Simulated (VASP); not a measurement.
# Hf (P6_3/mmc) in VASP: further runs

The runs below take Hf through single point, with PBE, PBEsol, RPBE.

All numbers are computed with VASP 6.6.1; they aren't measurements. Logs are shortened: lines on timing, memory, paths and dates and some standing lists are left out, and cuts for length are marked.

## 1. The cell of the first run

Symmetry: P6_3/mmc, No. 194, hexagonal system. Conventional cell: a = 3.197 Å, b = 3.197 Å, c = 5.058 Å, α = 90.00°, β = 90.00°, γ = 120.00°. Hf (site symmetry -6m2) has 12 Hf at 3.13 to 3.20 Å within 4.1 Å.

## 2. Single point, PBE

INCAR reads:

```
SYSTEM = Hf
  PREC = Accurate
  ENCUT = 520
  EDIFF = 1E-7
  ISMEAR = -1
  SIGMA = 0.05
  LREAL = .False.
  LASPH = .True.
  NELM = 100
  ALGO = Fast
  ISIF = 2
  LWAVE = .False.
  LCHARG = .False.
  GGA = PE
  NBANDS = 17
```

KPOINTS reads:

```
regular mesh
0
Gamma
  6 6 3
  0 0 0
```

POSCAR reads:

```
Hf
1.0
    3.1967000000      0.0000000000      0.0000000000
   -1.5983500000      2.7684234083      0.0000000000
    0.0000000000      0.0000000000      5.0578000000
Hf
2
Direct
    0.6666666667      0.3333333333      0.7500000000
    0.3333333333      0.6666666667      0.2500000000
```

Potentials or basis: VASP PAW PBE potentials, release 64 (Hf_pv).

Launch:

```console
$ cat potpaw_PBE.64/Hf_pv/POTCAR > POTCAR
$ mpirun -np 1 vasp_std > vasp.out
```

OUTCAR:

```text
SYSTEM = Hf
   PREC = Accurate
   ENCUT = 520
   EDIFF = 1E-7
   ISMEAR = -1
   LREAL = .False.
   LASPH = .True.
   NELM = 100
   ISIF = 2
   GGA = PE

 ion  position               nearest neighbor table
   1  0.667  0.333  0.750-   2 3.13   2 3.13   2 3.13   2 3.13   2 3.13   2 3.13
   2  0.333  0.667  0.250-   1 3.13   1 3.13   1 3.13   1 3.13   1 3.13   1 3.13

  LATTYP: Found a hexagonal cell.
 ALAT       =     3.1967000000
 C/A-ratio  =     1.5821941377

  Lattice vectors:

 A1 = (   3.1967000000,   0.0000000000,   0.0000000000)
 A2 = (  -1.5983500000,   2.7684234083,   0.0000000000)
 A3 = (   0.0000000000,   0.0000000000,   5.0578000000)

Analysis of symmetry for initial positions (statically):
=====================================================================
 Subroutine PRICEL returns:
 Original cell was already a primitive cell.

 Routine SETGRP: Setting up the symmetry group for a
 hexagonal supercell.

 Subroutine GETGRP returns: Found 24 space group operations
 (whereof 12 operations were pure point group operations)
 out of a pool of 24 trial point group operations.

The static configuration has the point symmetry D_3d.
 The point group associated with its full space group is D_6h.

Analysis of symmetry for dynamics (positions and initial velocities):
=====================================================================
 Subroutine PRICEL returns:
 Original cell was already a primitive cell.

 Routine SETGRP: Setting up the symmetry group for a
 hexagonal supercell.

 Subroutine GETGRP returns: Found 24 space group operations
 (whereof 12 operations were pure point group operations)
 out of a pool of 24 trial point group operations.

The dynamic configuration has the point symmetry D_3d.
 The point group associated with its full space group is D_6h.

 Subroutine INISYM returns: Found 24 space group operations
 (whereof 12 operations are pure point group operations),
 and found     1 'primitive' translations

----------------------------------------------------------------------------------------

                                     Primitive cell

  volume of cell :      44.7606

  direct lattice vectors                    reciprocal lattice vectors
     3.196700000  0.000000000  0.000000000     0.312822598  0.180608211  0.000000000
    -1.598350000  2.768423408  0.000000000     0.000000000  0.361216423  0.000000000
     0.000000000  0.000000000  5.057800000     0.000000000  0.000000000  0.197714421

  length of vectors
     3.196700000  3.196700000  5.057800000     0.361216423  0.361216423  0.197714421

  position of ions in fractional coordinates (direct lattice)
     0.666666667  0.333333333  0.750000000
     0.333333333  0.666666667  0.250000000

  ion indices of the primitive-cell ions
   primitive index   ion index
                 1           1
                 2           2

----------------------------------------------------------------------------------------

 KPOINTS: regular mesh

Automatic generation of k-mesh.
 Grid dimensions read from file:
 generate k-points for:    6    6    3

 Generating k-lattice:

  Cartesian coordinates                     Fractional coordinates (reciprocal lattice)
     0.052137100  0.030101369  0.000000000     0.166666667  0.000000000  0.000000000
     0.000000000  0.060202737  0.000000000     0.000000000  0.166666667  0.000000000
     0.000000000  0.000000000  0.065904807     0.000000000  0.000000000  0.333333333

  Length of vectors
     0.060202737  0.060202737  0.065904807

  Shift w.r.t. Gamma in fractional coordinates (k-lattice)
     0.000000000  0.000000000  0.000000000

 Subroutine IBZKPT returns following result:
 ===========================================

 Found     14 irreducible k-points:

 Following reciprocal coordinates:
            Coordinates               Weight
  0.000000  0.000000  0.000000      1.000000
  0.166667 -0.000000  0.000000      6.000000
  0.333333  0.000000  0.000000      6.000000
  0.500000 -0.000000  0.000000      3.000000
  0.166667  0.166667  0.000000      6.000000
  0.333333  0.166667  0.000000     12.000000
  0.333333  0.333333  0.000000      2.000000
  0.000000  0.000000  0.333333      2.000000
  0.166667 -0.000000  0.333333     12.000000
  0.333333  0.000000  0.333333     12.000000
  0.500000 -0.000000  0.333333      6.000000
  0.166667  0.166667  0.333333     12.000000
  0.333333  0.166667  0.333333     24.000000
  0.333333  0.333333  0.333333      4.000000
   k-points           NKPTS =     14   k-points in BZ     NKDIM =     14   number of bands    NBANDS=     17
   number of dos      NEDOS =    301   number of ions     NIONS =      2
   total plane-waves  NPLWV =  23040
   dimension x,y,z NGX =    24 NGY =   24 NGZ =   40
   dimension x,y,z NGXF=    48 NGYF=   48 NGZF=   80
   ions per type =               2
   NGX,Y,Z   is equivalent  to a cutoff of  12.48, 12.48, 13.15 a.u.
   NGXF,Y,Z  is equivalent  to a cutoff of  24.96, 24.96, 26.30 a.u.
 SYSTEM =  Hf
   PREC   = accura    normal or accurate (medium, high low for compatibility)
   ISTART =      0    job   : 0-new  1-cont  2-samecut
   ICHARG =      2    charge: 1-file 2-atom 10-const
   ISPIN  =      1    spin polarized calculation?
   LNONCOLLINEAR =      F non collinear calculations
   LSORBIT =      F    spin-orbit coupling
   LASPH  =      T    aspherical Exc in radial PAW
   ENCUT  =  520.0 eV  38.22 Ry    6.18 a.u.   5.94  5.94  9.40*2*pi/ulx,y,z
   NELM   =    100;   NELMIN=  2; NELMDL= -5     # of ELM steps
   EDIFF  = 0.1E-06   stopping-criterion for ELM
   LREAL  =      F    real-space projection
   EDIFFG = 0.1E-05   stopping-criterion for IOM
   NSW    =      0    number of steps for IOM
   IBRION =     -1    ionic relax: 0-MD 1-quasi-New 2-CG
   NFREE  =      0    steps in history (QN), initial steepest desc. (CG)
   ISIF   =      2    stress and relaxation
   ISYM   =      2    0-nonsym 1-usesym 2-fastsym
   POTIM  = 0.5000    time-step for ionic-motion
   TEBEG  =    0.0;   TEEND  =   0.0 temperature during run
   PSTRESS=    0.0 pullay stress
   NELECT =      20.0000    total number of electrons
   NUPDOWN=      -1.0000    fix difference up-down
   EMIN   =  10.00;   EMAX   =-10.00  energy-range for DOS
   EFERMI =   0.00;   METHOD = LEGACY
   ISMEAR =    -1;   SIGMA  =   0.05  broadening in eV -4-tet -1-fermi 0-gaus
   EFERMI_NEDOS =   21; number of points for ismear=-14 and -15
   IALGO  =     68    algorithm
   IMIX   =      4    mixing-type and parameters
     AMIX     =   0.40;   BMIX     =  1.00
     AMIX_MAG =   1.60;   BMIX_MAG =  1.00
  volume/ion in A,a.u.               =      22.38       151.03
  Fermi-wavevector in a.u.,A,eV,Ry     =   1.251563  2.365112 21.312311  1.566411
  Thomas-Fermi vector in A             =   2.385505
   LORBIT       =      0    0 simple, 1 ext, 2 COOP (PROOUT), +10 PAW based schemes
   GGA     = PE    functional components
   LHFCALC =     F    Hartree Fock is set to
   AEXX    =    0.0000 exact exchange contribution
   IVDW    =     0    specifies the selected vdW correction
   LEPSILON=     F    determine dielectric tensor
   LRPA    =     F    only Hartree local field effects (RPA)
 non-spin polarized calculation
 RMM-DIIS sequential band-by-band and
  energy-cutoff  :      520.00
  volume of cell :       44.76
 maximum number of plane-waves:      1230
 NGX is ok and might be reduce to    24
   NGX = 11   NGY = 11   NGZ = 19

 number of electron      20.0000004 magnetization

 Free energy of the ion-electron system (eV)
  ---------------------------------------------------
  ext. energy  EPLUGINS =         0.00000000
  ---------------------------------------------------
  free energy    TOTEN  =       -19.80711564 eV

  energy without entropy =      -19.78335642  energy(sigma->0) =      -19.79523603

 E-fermi :   4.9864     XC(G=0): -11.2824

 val. band max:        4.8959945700   @ k =   0.1667  -0.0000   0.0000
 cond. band min:       5.0275674564   @ k =   0.3333   0.1667   0.3333
 fundamental gap:      0.1315728865
 Fermi energy:         4.9864135046

 k-point     1 :       0.0000    0.0000    0.0000
  band No.  band energies     occupation
      1     -26.1601      2.00000
      2     -25.4236      2.00000
      3     -25.4236      2.00000
      4     -25.2961      2.00000
      5     -25.2961      2.00000
      6     -25.2948      2.00000
[... 9 lines left out ...]
     16       7.5531      0.00000
     17      10.2470      0.00000

 k-point     2 :       0.1667   -0.0000    0.0000
  band No.  band energies     occupation
      1     -26.0908      2.00000
      2     -25.5659      2.00000
      3     -25.4702      2.00000
      4     -25.4435      2.00000
      5     -25.3279      2.00000
      6     -25.3162      2.00000
[... 9 lines left out ...]
     16       7.6459      0.00000
     17      10.7355      0.00000

 k-point     3 :       0.3333    0.0000    0.0000
  band No.  band energies     occupation
      1     -25.9214      2.00000
      2     -25.8504      2.00000
      3     -25.7172      2.00000
      4     -25.5571      2.00000
      5     -25.4245      2.00000
      6     -25.3613      2.00000
[... 9 lines left out ...]
     16       9.5568      0.00000
     17      11.2403      0.00000

 k-point     4 :       0.5000   -0.0000    0.0000
  band No.  band energies     occupation
      1     -25.9915      2.00000
      2     -25.8455      2.00000
      3     -25.7947      2.00000
      4     -25.5984      2.00000
      5     -25.5146      2.00000
      6     -25.3853      2.00000
[... 9 lines left out ...]
     16      11.3771      0.00000
     17      11.8577      0.00000

 k-point     5 :       0.1667    0.1667    0.0000
  band No.  band energies     occupation
      1     -25.9700      2.00000
      2     -25.7153      2.00000
      3     -25.7013      2.00000
      4     -25.5101      2.00000
      5     -25.3942      2.00000
      6     -25.3919      2.00000
[... 9 lines left out ...]
     16       9.3564      0.00000
     17      10.8854      0.00000

 k-point     6 :       0.3333    0.1667    0.0000
  band No.  band energies     occupation
      1     -25.9183      2.00000
      2     -25.7989      2.00000
      3     -25.7970      2.00000
      4     -25.6442      2.00000
      5     -25.5122      2.00000
      6     -25.4687      2.00000
[... 9 lines left out ...]
     16      10.9439      0.00000
     17      11.5922      0.00000

 k-point     7 :       0.3333    0.3333    0.0000
  band No.  band energies     occupation
      1     -25.8871      2.00000
      2     -25.7544      2.00000
      3     -25.7544      2.00000
      4     -25.6453      2.00000
      5     -25.6453      2.00000
      6     -25.6101      2.00000
[... 9 lines left out ...]
     16      10.6069      0.00000
     17      10.6083      0.00000

 k-point     8 :       0.0000    0.0000    0.3333
  band No.  band energies     occupation
      1     -25.9551      2.00000
      2     -25.5232      2.00000
      3     -25.3919      2.00000
      4     -25.3919      2.00000
      5     -25.3282      2.00000
      6     -25.3282      2.00000
[... 9 lines left out ...]
     16       8.8064      0.00000
     17      10.2805      0.00000

 k-point     9 :       0.1667   -0.0000    0.3333
  band No.  band energies     occupation
      1     -25.9380      2.00000
      2     -25.6190      2.00000
      3     -25.5021      2.00000
      4     -25.4321      2.00000
      5     -25.3837      2.00000
      6     -25.3551      2.00000
[... 9 lines left out ...]
     16       8.7459      0.00000
     17      10.3737      0.00000

 k-point    10 :       0.3333    0.0000    0.3333
  band No.  band energies     occupation
      1     -25.9891      2.00000
      2     -25.8678      2.00000
      3     -25.6174      2.00000
      4     -25.5089      2.00000
      5     -25.4370      2.00000
      6     -25.4110      2.00000
[... 9 lines left out ...]
     16       9.5855      0.00000
     17      10.5808      0.00000

 k-point    11 :       0.5000   -0.0000    0.3333
  band No.  band energies     occupation
      1     -26.0767      2.00000
      2     -25.9910      2.00000
      3     -25.5980      2.00000
      4     -25.5460      2.00000
      5     -25.4704      2.00000
      6     -25.4394      2.00000
[... 9 lines left out ...]
     16      11.2080      0.00000
     17      11.2417      0.00000

 k-point    12 :       0.1667    0.1667    0.3333
  band No.  band energies     occupation
      1     -25.9445      2.00000
      2     -25.7915      2.00000
      3     -25.5846      2.00000
      4     -25.5386      2.00000
      5     -25.4317      2.00000
      6     -25.3949      2.00000
[... 9 lines left out ...]
     16       9.4320      0.00000
     17      10.3738      0.00000

 k-point    13 :       0.3333    0.1667    0.3333
  band No.  band energies     occupation
      1     -26.0085      2.00000
      2     -25.9399      2.00000
      3     -25.6745      2.00000
      4     -25.5769      2.00000
      5     -25.5073      2.00000
      6     -25.4237      2.00000
[... 9 lines left out ...]
     16      11.3579      0.00000
     17      11.5140      0.00000

 k-point    14 :       0.3333    0.3333    0.3333
  band No.  band energies     occupation
      1     -25.9264      2.00000
      2     -25.9264      2.00000
      3     -25.8193      2.00000
      4     -25.6809      2.00000
      5     -25.4660      2.00000
      6     -25.4660      2.00000
[... 9 lines left out ...]
     16      10.0727      0.00000
     17      12.1047      0.00000

------------------------ aborting loop because EDIFF is reached ----------------------------------------

  FORCE on cell =-STRESS in cart. coord.  units (eV):
  Direction    XX          YY          ZZ          XY          YZ          ZX
  --------------------------------------------------------------------------------------
  -------------------------------------------------------------------------------------
  Total        0.2316536      0.2316536      0.3424542      0.0000000      0.0000000      0.0000000
  in kB        8.2918919      8.2918919     12.2579257      0.0000000      0.0000000      0.0000000
  external PRESSURE =       9.6139032 kB  Pullay stress =       0.0000000 kB

 VOLUME and BASIS-vectors are now :
 -----------------------------------------------------------------------------
  energy-cutoff  :      520.00
  volume of cell :       44.76
      direct lattice vectors                 reciprocal lattice vectors
     3.196700000  0.000000000  0.000000000     0.312822598  0.180608211  0.000000000
    -1.598350000  2.768423408  0.000000000     0.000000000  0.361216423  0.000000000
     0.000000000  0.000000000  5.057800000     0.000000000  0.000000000  0.197714421

 POSITION                                       TOTAL-FORCE (eV/Angst)
 -----------------------------------------------------------------------------------
      1.59835      0.92281      3.79335        -0.000000      0.000000      0.000000
     -0.00000      1.84562      1.26445         0.000000     -0.000000      0.000000
 -----------------------------------------------------------------------------------
    total drift:                               -0.000000      0.000000     -0.000000

  FREE ENERGIE OF THE ION-ELECTRON SYSTEM (eV)
  ---------------------------------------------------
  free  energy   TOTEN  =       -19.8071156403 eV

  energy  without entropy=      -19.7833564176  energy(sigma->0) =      -19.79523603
```

Run time: 20 s. Hardware: 1 thread of AMD EPYC 7R13 (Zen 3), shared host; peak memory 0.12 GiB.

What came out:

* Free energy: -19.8071 eV
* Pressure: 1.0 GPa
* Band gap on the k mesh: zero (band 10 reaches 6.09 eV, above the bottom of band 11 at 4.83 eV)

Stress tensor (GPa, compression positive):
```
0.83 0.00 0.00
0.00 0.83 0.00
0.00 0.00 1.23
```

Caveat: the k points lie up to 0.41 Å⁻¹ apart; spin-orbit coupling is left out, which moves the levels of the heavy elements.

## 3. Single point, PBEsol

INCAR reads:

```
PREC = Accurate
ENCUT = 520
EDIFF = 1E-6
ISMEAR = -1
SIGMA = 0.05
LREAL = F
LASPH = T
NELM = 60
ALGO = Fast
ISIF = 2
LWAVE = F
LCHARG = F
GGA = PS
NBANDS = 17
```

KPOINTS reads:

```
regular mesh
0
Gamma
  6 6 3
```

POSCAR is that of step 2.

Potentials or basis: VASP PAW PBE potentials, release 64 (Hf_pv).

Launch:

```console
$ cat potpaw_PBE.64/Hf_pv/POTCAR > POTCAR
$ mpirun -np 1 vasp_std > vasp.out
```

Wall time 19 s (1 thread of AMD EPYC 7R13 (Zen 3), shared host); peak memory 0.12 GiB.

The run converged. Its results:

```
Free energy            : -20.9405 eV
Pressure               : -3.5 GPa
Band gap on the k mesh : zero (band 10 reaches 5.92 eV, above the bottom of band 11 at 4.68 eV)
```

Stress tensor (GPa, compression positive):
```
-3.59  0.00  0.00
 0.00 -3.59  0.00
 0.00  0.00 -3.25
```

Levels at points of the mesh, in eV from the Fermi level:
```tsv
k point	band 7	band 8	band 9	band 10	band 11	band 12	band 13	band 14
(0.00, 0.00, 0.00)	-7.45	-3.78	0.61	1.10	1.10	1.38	1.92	1.92
(0.50, 0.00, 0.00)	-3.42	-2.82	-2.29	-0.85	0.71	0.80	1.60	5.81
```

Caveat: the k points lie up to 0.41 Å⁻¹ apart; the PAW data sets were made with another functional, which shifts forces and pressure a little; spin-orbit coupling is left out, which moves the levels of the heavy elements.

[end of part 1 of 2]
